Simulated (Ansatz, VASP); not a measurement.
# One calculation of Ti, two programs

```
CELL_PARAMETERS angstrom
0.00000 2.16115 1.71422
2.16115 0.00000 1.71422
2.16115 2.16115 0.00000
ATOMIC_POSITIONS crystal
Ti 0.00000 0.00000 0.00000
```

Alike in both runs: task single point; functional LDA; k mesh 22 × 22 × 22; occupations gaussian, width 0.15 eV; no spin polarisation.

|  | VASP | Ansatz |
| --- | --- | --- |
| version | VASP 6.6.1 | Ansatz 0.2.0 |
| potentials or method | VASP PAW LDA potentials, release 64 (Ti_sv), cutoff 520 eV | scalar-relativistic, plane waves, PAW |
| valence electrons in the cell | 12 | 12 |

Ansatz gave:

- gap on the k mesh at the Fermi level (eV): none
- pressure (GPa): -0.7
- traceless stress, the component that is largest in VASP (GPa): 0.92

Question: Which values does VASP return?

Answer: gap on the k mesh at the Fermi level (eV): none; pressure (GPa): -0.9; traceless stress, the component that is largest in VASP (GPa): 0.91.

Ansatz warns that its potentials were made for another functional, while VASP's fit it. LDA's correlation is that of Perdew and Zunger in VASP and of Perdew and Wang (1992) in Ansatz. A gap of «none» marks a metal or a gap that the smearing closes.
